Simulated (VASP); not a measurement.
# TiCoC4N4 (P-43m) in VASP: single point with PBE

Aim: the single point of TiCoC4N4 with PBE.

Program: VASP 6.6.1. These are calculated values, not measurements. Logs are shortened: lines on timing, memory, paths and dates and some standing lists are left out, and cuts for length are marked.

### 1 The cell of the first run

Symmetry: P-43m, No. 215, cubic system. The conventional cell has a = 5.698 Å, b = 5.698 Å, c = 5.698 Å, α = 90.00°, β = 90.00°, γ = 90.00°. Within 2.6 Å of Ti (site symmetry -43m) lie 4 N at 1.93 Å. Within 2.4 Å of Co (site symmetry -43m) lie 4 C at 1.81 Å. Within 1.6 Å of C (site symmetry 3m) lie 1 N at 1.20 Å. Within 1.6 Å of N (site symmetry 3m) lie 1 C at 1.20 Å.

### 2 Single point, PBE, collinear spin, ferrimagnetic start

The input, INCAR:

```
PREC = Accurate ; ENCUT = 520
EDIFF = 1E-7 ; ISMEAR = 0
SIGMA = 0.1 ; LREAL = False
LASPH = True ; NELM = 150
ALGO = Normal ; ISIF = 2
LWAVE = False ; LCHARG = False
ISPIN = 2 ; MAGMOM = 0.18 -0.94 0 0 0 0 0 0 0 0
LORBIT = 11 ; LMAXMIX = 4
GGA = PE ; NBANDS = 44
```

The input, KPOINTS:

```
regular mesh
0
Gamma
  8 8 8
```

The input, POSCAR:

```
TiCoC4N4
1.0
    5.6981726524      0.0000000000      0.0000000000
    0.0000000000      5.6981726524      0.0000000000
    0.0000000000      0.0000000000      5.6981726524
Ti Co C N
1 1 4 4
Direct
    0.5000000000      0.5000000000      0.5000000000
    0.0000000000      0.0000000000      0.0000000000
    0.1836163678      0.1836163678      0.1836163678
    0.1836163678      0.8163836322      0.8163836322
    0.8163836322      0.1836163678      0.8163836322
    0.8163836322      0.8163836322      0.1836163678
    0.3049526848      0.3049526848      0.3049526848
    0.3049526848      0.6950473152      0.6950473152
    0.6950473152      0.3049526848      0.6950473152
    0.6950473152      0.6950473152      0.3049526848
```

Potentials or basis: VASP PAW PBE potentials, release 64 (Ti_sv, Co, C, N).

Launch:

```
$ cat potpaw_PBE.64/Ti_sv/POTCAR potpaw_PBE.64/Co/POTCAR potpaw_PBE.64/C/POTCAR potpaw_PBE.64/N/POTCAR > POTCAR
$ mpirun -np 1 vasp_std > vasp.out
```

OUTCAR:

```text
PREC = Accurate
   ENCUT = 520
   EDIFF = 1E-7
   ISMEAR = 0
   LREAL = False
   LASPH = True
   NELM = 150
   ISIF = 2
   ISPIN = 2
   LORBIT = 11
   GGA = PE

 ion  position               nearest neighbor table
   1  0.500  0.500  0.500-   7 1.93   8 1.93   9 1.93  10 1.93
   2  0.000  0.000  0.000-   3 1.81   4 1.81   5 1.81   6 1.81
   3  0.184  0.184  0.184-   7 1.20   2 1.81
   4  0.184  0.816  0.816-   8 1.20   2 1.81
   5  0.816  0.184  0.816-   9 1.20   2 1.81
   6  0.816  0.816  0.184-  10 1.20   2 1.81
   7  0.305  0.305  0.305-   3 1.20   1 1.93
   8  0.305  0.695  0.695-   4 1.20   1 1.93
   9  0.695  0.305  0.695-   5 1.20   1 1.93
  10  0.695  0.695  0.305-   6 1.20   1 1.93

  LATTYP: Found a simple cubic cell.
 ALAT       =     5.6981726524

  Lattice vectors:

 A1 = (   5.6981726524,   0.0000000000,   0.0000000000)
 A2 = (   0.0000000000,   5.6981726524,   0.0000000000)
 A3 = (   0.0000000000,   0.0000000000,   5.6981726524)

Analysis of symmetry for initial positions (statically):
=====================================================================
 Subroutine PRICEL returns:
 Original cell was already a primitive cell.

 Routine SETGRP: Setting up the symmetry group for a
 simple cubic supercell.

 Subroutine GETGRP returns: Found 24 space group operations
 (whereof 24 operations were pure point group operations)
 out of a pool of 48 trial point group operations.

The static configuration has the point symmetry T_d .

Analysis of symmetry for dynamics (positions and initial velocities):
=====================================================================
 Subroutine PRICEL returns:
 Original cell was already a primitive cell.

 Routine SETGRP: Setting up the symmetry group for a
 simple cubic supercell.

 Subroutine GETGRP returns: Found 24 space group operations
 (whereof 24 operations were pure point group operations)
 out of a pool of 48 trial point group operations.

The dynamic configuration has the point symmetry T_d .

Analysis of structural, dynamic, and magnetic symmetry:
=====================================================================
 Subroutine PRICEL returns:
 Original cell was already a primitive cell.

 Routine SETGRP: Setting up the symmetry group for a
 simple cubic supercell.

 Subroutine GETGRP returns: Found 24 space group operations
 (whereof 24 operations were pure point group operations)
 out of a pool of 48 trial point group operations.

The overall configuration has the point symmetry T_d .

 Subroutine INISYM returns: Found 24 space group operations
 (whereof 24 operations are pure point group operations),
 and found     1 'primitive' translations

----------------------------------------------------------------------------------------

                                     Primitive cell

  volume of cell :     185.0149

  direct lattice vectors                    reciprocal lattice vectors
     5.698172652  0.000000000  0.000000000     0.175494858  0.000000000  0.000000000
     0.000000000  5.698172652  0.000000000     0.000000000  0.175494858  0.000000000
     0.000000000  0.000000000  5.698172652     0.000000000  0.000000000  0.175494858

  length of vectors
     5.698172652  5.698172652  5.698172652     0.175494858  0.175494858  0.175494858

  position of ions in fractional coordinates (direct lattice)
     0.500000000  0.500000000  0.500000000
     0.000000000  0.000000000  0.000000000
     0.183616368  0.183616368  0.183616368
     0.183616368  0.816383632  0.816383632
     0.816383632  0.183616368  0.816383632
     0.816383632  0.816383632  0.183616368
     0.304952685  0.304952685  0.304952685
     0.304952685  0.695047315  0.695047315
     0.695047315  0.304952685  0.695047315
     0.695047315  0.695047315  0.304952685

  ion indices of the primitive-cell ions
   primitive index   ion index
                 1           1
                 2           2
[... 66 lines left out ...]
   dimension x,y,z NGXF=    84 NGYF=   84 NGZF=   84
   ions per type =               1   1   4   4
   NGX,Y,Z   is equivalent  to a cutoff of  12.25, 12.25, 12.25 a.u.
   NGXF,Y,Z  is equivalent  to a cutoff of  24.51, 24.51, 24.51 a.u.
 SYSTEM =  unknown system
   PREC   = accura    normal or accurate (medium, high low for compatibility)
   ISTART =      0    job   : 0-new  1-cont  2-samecut
   ICHARG =      2    charge: 1-file 2-atom 10-const
   ISPIN  =      2    spin polarized calculation?
   LNONCOLLINEAR =      F non collinear calculations
   LSORBIT =      F    spin-orbit coupling
   LASPH  =      T    aspherical Exc in radial PAW
   ENCUT  =  520.0 eV  38.22 Ry    6.18 a.u.  10.59 10.59 10.59*2*pi/ulx,y,z
   NELM   =    150;   NELMIN=  2; NELMDL= -5     # of ELM steps
   EDIFF  = 0.1E-06   stopping-criterion for ELM
   LREAL  =      F    real-space projection
   EDIFFG = 0.1E-05   stopping-criterion for IOM
   NSW    =      0    number of steps for IOM
   IBRION =     -1    ionic relax: 0-MD 1-quasi-New 2-CG
   NFREE  =      0    steps in history (QN), initial steepest desc. (CG)
   ISIF   =      2    stress and relaxation
   ISYM   =      2    0-nonsym 1-usesym 2-fastsym
   POTIM  = 0.5000    time-step for ionic-motion
   TEBEG  =    0.0;   TEEND  =   0.0 temperature during run
   PSTRESS=    0.0 pullay stress
   NELECT =      57.0000    total number of electrons
   NUPDOWN=      -1.0000    fix difference up-down
   EMIN   =  10.00;   EMAX   =-10.00  energy-range for DOS
   EFERMI =   0.00;   METHOD = LEGACY
   ISMEAR =     0;   SIGMA  =   0.10  broadening in eV -4-tet -1-fermi 0-gaus
   EFERMI_NEDOS =   21; number of points for ismear=-14 and -15
   IALGO  =     38    algorithm
   IMIX   =      4    mixing-type and parameters
     AMIX     =   0.40;   BMIX     =  1.00
     AMIX_MAG =   1.60;   BMIX_MAG =  1.00
  volume/ion in A,a.u.               =      18.50       124.85
  Fermi-wavevector in a.u.,A,eV,Ry     =   1.105684  2.089439 16.633613  1.222536
  Thomas-Fermi vector in A             =   2.242174
   LORBIT       =     11    0 simple, 1 ext, 2 COOP (PROOUT), +10 PAW based schemes
   GGA     = PE    functional components
   LHFCALC =     F    Hartree Fock is set to
   AEXX    =    0.0000 exact exchange contribution
   IVDW    =     0    specifies the selected vdW correction
   LEPSILON=     F    determine dielectric tensor
   LRPA    =     F    only Hartree local field effects (RPA)
 spin polarized calculation
 Gauss-broadening in eV      SIGMA  =   0.10
  energy-cutoff  :      520.00
  volume of cell :      185.01
 maximum number of plane-waves:      5030
   NGX = 21   NGY = 21   NGZ = 21

 number of electron      56.9999998 magnetization      -0.9999835

 Free energy of the ion-electron system (eV)
  ---------------------------------------------------
  ext. energy  EPLUGINS =         0.00000000
  ---------------------------------------------------
  free energy    TOTEN  =       -84.08956324 eV

  energy without entropy =      -84.05583148  energy(sigma->0) =      -84.07269736

 E-fermi :   0.1057     XC(G=0):  -7.6261

 val. band max:        0.1027871101   @ k =   0.3750   0.3750   0.1250
 cond. band min:       0.1060860844   @ k =   0.5000   0.5000   0.3750
 fundamental gap:      0.0032989743
 Fermi energy:         0.1057435723

 spin component 1

 k-point     1 :       0.0000    0.0000    0.0000
  band No.  band energies     occupation
      1     -57.8687      1.00000
      2     -34.1391      1.00000
      3     -34.1391      1.00000
      4     -34.1391      1.00000
      5     -17.8262      1.00000
      6     -17.6548      1.00000
[... 1021 lines left out ...]
     39       5.1068      0.00000
     40       5.3357      0.00000

 [... further k-points ...]

 spin component 2

 k-point     1 :       0.0000    0.0000    0.0000
  band No.  band energies     occupation
      1     -57.6626      1.00000
      2     -33.9338      1.00000
      3     -33.9338      1.00000
      4     -33.9338      1.00000
      5     -17.8757      1.00000
      6     -17.7047      1.00000
[... 1021 lines left out ...]
     39       5.0383      0.00000
     40       5.3273      0.00000

 [... further k-points ...]

 [bands above 40 left out]

------------------------ aborting loop because EDIFF is reached ----------------------------------------

  FORCE on cell =-STRESS in cart. coord.  units (eV):
  Direction    XX          YY          ZZ          XY          YZ          ZX
  --------------------------------------------------------------------------------------
  -------------------------------------------------------------------------------------
  Total        0.3651987      0.3651987      0.3651987     -0.0000000     -0.0000000      0.0000000
  in kB        3.1625180      3.1625180      3.1625180     -0.0000000     -0.0000000      0.0000000
  external PRESSURE =       3.1625180 kB  Pullay stress =       0.0000000 kB

 VOLUME and BASIS-vectors are now :
 -----------------------------------------------------------------------------
  energy-cutoff  :      520.00
  volume of cell :      185.01
      direct lattice vectors                 reciprocal lattice vectors
     5.698172652  0.000000000  0.000000000     0.175494858  0.000000000  0.000000000
     0.000000000  5.698172652  0.000000000     0.000000000  0.175494858  0.000000000
     0.000000000  0.000000000  5.698172652     0.000000000  0.000000000  0.175494858

 POSITION                                       TOTAL-FORCE (eV/Angst)
 -----------------------------------------------------------------------------------
      2.84909      2.84909      2.84909        -0.000000      0.000000     -0.000000
      0.00000      0.00000      0.00000        -0.000000      0.000000     -0.000000
      1.04628      1.04628      1.04628        -0.135123     -0.135123     -0.135123
      1.04628      4.65189      4.65189        -0.135123      0.135123      0.135123
      4.65189      1.04628      4.65189         0.135123     -0.135123      0.135123
      4.65189      4.65189      1.04628         0.135123      0.135123     -0.135123
      1.73767      1.73767      1.73767         0.130083      0.130083      0.130083
      1.73767      3.96050      3.96050         0.130083     -0.130083     -0.130083
      3.96050      1.73767      3.96050        -0.130083      0.130083     -0.130083
      3.96050      3.96050      1.73767        -0.130083     -0.130083      0.130083
 -----------------------------------------------------------------------------------
    total drift:                               -0.000000     -0.000000     -0.000000

  FREE ENERGIE OF THE ION-ELECTRON SYSTEM (eV)
  ---------------------------------------------------
  free  energy   TOTEN  =       -84.0895632358 eV

  energy  without entropy=      -84.0558314815  energy(sigma->0) =      -84.07269736

 total charge

# of ion       s       p       d       tot
------------------------------------------
    1        2.231   6.233   1.858  10.323
    2        0.560   0.924   7.334   8.818
    3        0.961   1.558   0.000   2.520
    4        0.961   1.558   0.000   2.520
    5        0.961   1.558   0.000   2.520
    6        0.961   1.558   0.000   2.520
    7        1.294   2.632   0.000   3.925
    8        1.294   2.632   0.000   3.925
    9        1.294   2.632   0.000   3.925
   10        1.294   2.632   0.000   3.925
--------------------------------------------------
tot         11.810  23.917   9.192  44.919

 magnetization (x)

# of ion       s       p       d       tot
------------------------------------------
    1        0.001   0.003   0.201   0.205
    2       -0.005  -0.088  -0.867  -0.960
    3       -0.005   0.015   0.000   0.010
    4       -0.005   0.015   0.000   0.010
    5       -0.005   0.015   0.000   0.010
    6       -0.005   0.015   0.000   0.010
    7       -0.003  -0.040   0.000  -0.044
    8       -0.003  -0.040   0.000  -0.044
    9       -0.003  -0.040   0.000  -0.044
   10       -0.003  -0.040   0.000  -0.044
--------------------------------------------------
tot         -0.038  -0.185  -0.666  -0.890
```

Run time: 14 min. Hardware: 1 thread of Oxide Virtual Turin-like, shared host; peak memory 0.58 GiB.

Results:

```
Free energy                                           : -84.0896 eV
Pressure                                              : 0.3 GPa
Largest force                                         : 0.234 eV/Å
Band gap on the k mesh                                : zero (filled and empty bands overlap)
Net moment                                            : -1.00 μB per cell
Site moments                                          : Ti +0.20; Co -0.96; C +0.01; N -0.04 μB
Valence electrons inside the program's atomic spheres : Ti 10.32; Co 8.82; C 2.52; N 3.92
```

Forces on the atoms (eV/Å):
```
Ti   0.000  0.000  0.000
Co   0.000  0.000  0.000
C   -0.135 -0.135 -0.135
C   -0.135  0.135  0.135
C    0.135 -0.135  0.135
C    0.135  0.135 -0.135
N    0.130  0.130  0.130
N    0.130 -0.130 -0.130
N   -0.130  0.130 -0.130
N   -0.130 -0.130  0.130
```

Caveat: a cell with one magnetic atom can't hold antiferromagnetic order, which such compounds often take.
